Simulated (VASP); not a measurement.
# CaSe (P4/mmm) in VASP: further runs, part 2 of 3

VASP 6.6.1. The steps go on from the part before.

### 3 Single point, PBE (epitaxial xy strain +5.9%)

Input file INCAR:

```
SYSTEM = CaSe
PREC = Accurate ; ENCUT = 520
EDIFF = 1E-6 ; ISMEAR = -1
SIGMA = 0.02 ; LREAL = .False.
LASPH = .True. ; NELM = 80
ALGO = Normal ; ISIF = 2
LWAVE = .False. ; LCHARG = .False.
GGA = PE ; NBANDS = 15
```

Input file KPOINTS:

```
Automatic mesh
0
Gamma
  8 8 8
  0 0 0
```

Input file POSCAR:

```
CaSe
1.0
    3.8496007076      0.0000000000      0.0000000000
    0.0000000000      3.8496007076      0.0000000000
    0.0000000000      0.0000000000      3.6517371103
Ca Se
1 1
Direct
    0.0000000000      0.0000000000      0.0000000000
    0.5000000000      0.5000000000      0.5000000000
```

Potentials or basis: VASP PAW PBE potentials, release 64 (Ca_sv, Se).

Run with:

```console
$ cat potpaw_PBE.64/Ca_sv/POTCAR potpaw_PBE.64/Se/POTCAR > POTCAR
$ mpirun -np 1 vasp_std > vasp.out
```

OUTCAR:

```text
SYSTEM = CaSe
   PREC = Accurate
   ENCUT = 520
   EDIFF = 1E-6
   ISMEAR = -1
   LREAL = .False.
   LASPH = .True.
   NELM = 80
   ISIF = 2
   GGA = PE

 ion  position               nearest neighbor table
   1  0.000  0.000  0.000-
   2  0.500  0.500  0.500-

  LATTYP: Found a simple tetragonal cell.
 ALAT       =     3.8496007076
 C/A-ratio  =     0.9486015272

  Lattice vectors:

 A1 = (   3.8496007076,   0.0000000000,   0.0000000000)
 A2 = (   0.0000000000,   3.8496007076,   0.0000000000)
 A3 = (   0.0000000000,   0.0000000000,   3.6517371103)

Analysis of symmetry for initial positions (statically):
=====================================================================
 Subroutine PRICEL returns:
 Original cell was already a primitive cell.

 Routine SETGRP: Setting up the symmetry group for a
 simple tetragonal supercell.

 Subroutine GETGRP returns: Found 16 space group operations
 (whereof 16 operations were pure point group operations)
 out of a pool of 16 trial point group operations.

The static configuration has the point symmetry D_4h.

Analysis of symmetry for dynamics (positions and initial velocities):
=====================================================================
 Subroutine PRICEL returns:
 Original cell was already a primitive cell.

 Routine SETGRP: Setting up the symmetry group for a
 simple tetragonal supercell.

 Subroutine GETGRP returns: Found 16 space group operations
 (whereof 16 operations were pure point group operations)
 out of a pool of 16 trial point group operations.

The dynamic configuration has the point symmetry D_4h.

 Subroutine INISYM returns: Found 16 space group operations
 (whereof 16 operations are pure point group operations),
 and found     1 'primitive' translations

----------------------------------------------------------------------------------------
[... 119 lines left out ...]
   LHFCALC =     F    Hartree Fock is set to
   AEXX    =    0.0000 exact exchange contribution
   IVDW    =     0    specifies the selected vdW correction
   LEPSILON=     F    determine dielectric tensor
   LRPA    =     F    only Hartree local field effects (RPA)
 non-spin polarized calculation
  energy-cutoff  :      520.00
  volume of cell :       54.12
 maximum number of plane-waves:      1474
 NGX is ok and might be reduce to    30
   NGX = 15   NGY = 15   NGZ = 13

 number of electron      16.0000005 magnetization

 Free energy of the ion-electron system (eV)
  ---------------------------------------------------
  ext. energy  EPLUGINS =         0.00000000
  ---------------------------------------------------
  free energy    TOTEN  =        -8.68500481 eV

  energy without entropy =       -8.68500473  energy(sigma->0) =       -8.68500477

 E-fermi :   3.8058     XC(G=0):  -9.0830

 val. band max:        3.6071910504   @ k =   0.5000   0.5000   0.0000
 cond. band min:       4.0043040516   @ k =   0.5000   0.5000   0.0000
 fundamental gap:      0.3971130012
 Fermi energy:         3.8057748598

 k-point     1 :       0.0000    0.0000    0.0000
  band No.  band energies     occupation
      1     -38.2639      2.00000
      2     -19.2045      2.00000
      3     -19.1940      2.00000
      4     -19.1940      2.00000
      5      -9.1847      2.00000
      6       2.3453      2.00000
      7       2.3453      2.00000
      8       2.9553      2.00000
      9       4.3903      0.00000
     10       4.6056      0.00000
     11       5.0117      0.00000
     12       7.3183      0.00000
     13       7.5059      0.00000
     14       7.5059      0.00000
[... 401 lines left out ...]
      2     -19.2840      2.00000
      3     -19.2165      2.00000
      4     -19.1956      2.00000
      5      -8.5981      2.00000
      6      -0.7729      2.00000
      7       1.8630      2.00000
      8       2.3761      2.00000
      9       5.4241      0.00000
     10       6.8403      0.00000
     11       6.9364      0.00000
     12       7.7257      0.00000
     13       8.2370      0.00000
     14       9.0638      0.00000
     15       9.4858      0.00000

 [... further k-points ...]

------------------------ aborting loop because EDIFF is reached ----------------------------------------

  FORCE on cell =-STRESS in cart. coord.  units (eV):
  Direction    XX          YY          ZZ          XY          YZ          ZX
  --------------------------------------------------------------------------------------
  -------------------------------------------------------------------------------------
  Total       -2.1890991     -2.1890991      0.1729192      0.0000000      0.0000000     -0.0000000
  in kB      -64.8104641    -64.8104641      5.1194448      0.0000000      0.0000000     -0.0000000
  external PRESSURE =     -41.5004945 kB  Pullay stress =       0.0000000 kB

 VOLUME and BASIS-vectors are now :
 -----------------------------------------------------------------------------
  energy-cutoff  :      520.00
  volume of cell :       54.12
      direct lattice vectors                 reciprocal lattice vectors
     3.849600708  0.000000000  0.000000000     0.259767201  0.000000000  0.000000000
     0.000000000  3.849600708  0.000000000     0.000000000  0.259767201  0.000000000
     0.000000000  0.000000000  3.651737110     0.000000000  0.000000000  0.273842276

 POSITION                                       TOTAL-FORCE (eV/Angst)
 -----------------------------------------------------------------------------------
      0.00000      0.00000      0.00000         0.000000      0.000000      0.000000
      1.92480      1.92480      1.82587         0.000000      0.000000      0.000000
 -----------------------------------------------------------------------------------
    total drift:                                0.000000      0.000000     -0.000000

  FREE ENERGIE OF THE ION-ELECTRON SYSTEM (eV)
  ---------------------------------------------------
  free  energy   TOTEN  =        -8.6850048117 eV

  energy  without entropy=       -8.6850047282  energy(sigma->0) =       -8.68500477
```

OSZICAR:

```text
N       E                     dE             d eps       ncg     rms          rms(c)
DAV:   1     0.105742823780E+03    0.10574E+03   -0.75061E+03  2250   0.983E+02
DAV:   2    -0.429806579430E+01   -0.11004E+03   -0.10367E+03  2824   0.241E+02
DAV:   3    -0.868877723547E+01   -0.43907E+01   -0.43316E+01  2988   0.456E+01
DAV:   4    -0.889383076097E+01   -0.20505E+00   -0.20488E+00  3229   0.840E+00
DAV:   5    -0.889503435380E+01   -0.12036E-02   -0.12036E-02  2967   0.719E-01    0.450E+00
DAV:   6    -0.869648819989E+01    0.19855E+00   -0.21317E-01  2749   0.272E+00    0.254E+00
DAV:   7    -0.868281986417E+01    0.13668E-01   -0.91503E-02  2877   0.196E+00    0.906E-01
DAV:   8    -0.868523718126E+01   -0.24173E-02   -0.22336E-02  2391   0.993E-01    0.164E-01
DAV:   9    -0.868484854321E+01    0.38864E-03   -0.15647E-03  2964   0.328E-01    0.684E-02
DAV:  10    -0.868497549558E+01   -0.12695E-03   -0.29763E-04  2342   0.122E-01    0.176E-02
DAV:  11    -0.868500507545E+01   -0.29580E-04   -0.53206E-05  2846   0.522E-02    0.148E-02
DAV:  12    -0.868500481166E+01    0.26379E-06   -0.34152E-07  2099   0.476E-03
   1 F= -.86850048E+01 E0= -.86850048E+01  d E =-.834869E-07
```

Run time: 21 s. Hardware: 1 thread of Intel Xeon 6975P-C (Granite Rapids), shared host; peak memory 0.2 GiB.

Results:

* Free energy: -8.6850 eV
* Pressure: -4.2 GPa
* Band gap on the k mesh: 0.40 eV

Caveat: the cell differs from its parent crystal (epitaxial xy strain +5.9%); the cell stands under tension. A k mesh can miss the band edges.

### 4 Single point, r2SCAN (uniaxial z strain -4.8%)

Input file POSCAR:

```
CaSe
1.0
    3.6347849189      0.0000000000      0.0000000000
    0.0000000000      3.6347849189      0.0000000000
    0.0000000000      0.0000000000      3.4584978503
Ca Se
1 1
Direct
    0.0000000000      0.0000000000      0.0000000000
    0.5000000000      0.5000000000      0.5000000000
```

Input file INCAR.step1:

```
  ALGO = Normal
  EDIFF = 1E-4
  ENCUT = 520
  GGA = PE
  ISMEAR = 0
  LASPH = True
  LCHARG = False
  LREAL = False
  LWAVE = True
  NBANDS = 15
  NELM = 80
  PREC = Accurate
  SIGMA = 0.01
```

Input file INCAR.step2:

```
  ALGO = Normal
  EDIFF = 1E-6
  ENCUT = 520
  ISIF = 2
  ISMEAR = 0
  ISTART = 1
  LASPH = True
  LCHARG = False
  LMIXTAU = True
  LREAL = False
  LWAVE = False
  METAGGA = R2SCAN
  NBANDS = 15
  NELM = 80
  PREC = Accurate
  SIGMA = 0.01
```

Input file KPOINTS:

```
k-points
0
Gamma
  8 8 8
```

Potentials or basis: VASP PAW PBE potentials, release 64 (Ca_sv, Se).

Run with:

```console
$ cat potpaw_PBE.64/Ca_sv/POTCAR potpaw_PBE.64/Se/POTCAR > POTCAR
$ cp INCAR.step1 INCAR
$ mpirun -np 1 vasp_std > vasp.out
$ cp INCAR.step2 INCAR
$ mpirun -np 1 vasp_std > vasp.out
```

OUTCAR:

```text
EDIFF = 1E-6
   ENCUT = 520
   ISIF = 2
   ISMEAR = 0
   ISTART = 1
   LASPH = True
   LREAL = False
   METAGGA = R2SCAN
   NELM = 80
   PREC = Accurate

 ion  position               nearest neighbor table
   1  0.000  0.000  0.000-
   2  0.500  0.500  0.500-

  LATTYP: Found a simple tetragonal cell.
 ALAT       =     3.6347849189
 C/A-ratio  =     0.9515000000

  Lattice vectors:
[... 607 lines left out ...]
      5      -8.3457      2.00000
      6      -0.4314      2.00000
      7       2.6463      2.00000
      8       3.3285      2.00000
      9       6.9761      0.00000
     10       8.8280      0.00000
     11       8.9828      0.00000
     12       9.9002      0.00000
     13      10.6286      0.00000
     14      11.7688      0.00000
     15      12.3460      0.00000

 [... further k-points ...]
[... 5 lines left out ...]
  --------------------------------------------------------------------------------------
  -------------------------------------------------------------------------------------
  Total        0.0721779      0.0721779      2.6901152      0.0000000      0.0000000      0.0000000
  in kB        2.5308691      2.5308691     94.3271066      0.0000000      0.0000000      0.0000000
  external PRESSURE =      33.1296149 kB  Pullay stress =       0.0000000 kB

 VOLUME and BASIS-vectors are now :
 -----------------------------------------------------------------------------
  energy-cutoff  :      520.00
  volume of cell :       45.69
      direct lattice vectors                 reciprocal lattice vectors
     3.634784919  0.000000000  0.000000000     0.275119442  0.000000000  0.000000000
     0.000000000  3.634784919  0.000000000     0.000000000  0.275119442  0.000000000
     0.000000000  0.000000000  3.458497850     0.000000000  0.000000000  0.289142872

 POSITION                                       TOTAL-FORCE (eV/Angst)
 -----------------------------------------------------------------------------------
      0.00000      0.00000      0.00000         0.000000      0.000000      0.000000
      1.81739      1.81739      1.72925         0.000000      0.000000      0.000000
 -----------------------------------------------------------------------------------
    total drift:                               -0.000000      0.000000      0.000000

  FREE ENERGIE OF THE ION-ELECTRON SYSTEM (eV)
  ---------------------------------------------------
  free  energy   TOTEN  =       -25.1580964119 eV

  energy  without entropy=      -25.1580964119  energy(sigma->0) =      -25.15809641
```

OSZICAR.step1:

```text
N       E                     dE             d eps       ncg     rms          rms(c)
DAV:   1     0.105465680166E+03    0.10547E+03   -0.75883E+03  2250   0.101E+03
DAV:   2    -0.448389055327E+01   -0.10995E+03   -0.10411E+03  2754   0.249E+02
DAV:   3    -0.869947856270E+01   -0.42156E+01   -0.40971E+01  2985   0.453E+01
DAV:   4    -0.887409455479E+01   -0.17462E+00   -0.17451E+00  3177   0.790E+00
DAV:   5    -0.887514962566E+01   -0.10551E-02   -0.10550E-02  2918   0.672E-01    0.451E+00
DAV:   6    -0.873961602866E+01    0.13553E+00   -0.13428E-01  2661   0.234E+00    0.264E+00
DAV:   7    -0.872608552514E+01    0.13531E-01   -0.76088E-02  2960   0.193E+00    0.823E-01
DAV:   8    -0.872785600368E+01   -0.17705E-02   -0.14970E-02  2440   0.877E-01    0.120E-01
DAV:   9    -0.872779873251E+01    0.57271E-04   -0.75840E-04  2957   0.284E-01
   1 F= -.87277987E+01 E0= -.87277987E+01  d E =-.191531E-24
```

It took 62 s on 1 thread of Intel Xeon 6975P-C (Granite Rapids), shared host; peak memory 0.19 GiB.

What came out:

```
Free energy            : -25.1581 eV
Pressure               : 3.3 GPa
Band gap on the k mesh : 0.62 eV
```

Caveat: the cell differs from its parent crystal (uniaxial z strain -4.8%); the cell stands under pressure; the PAW data sets were made with another functional, which shifts forces and pressure a little. A k mesh can miss the band edges.

(Part 2 of 3 ends here.)
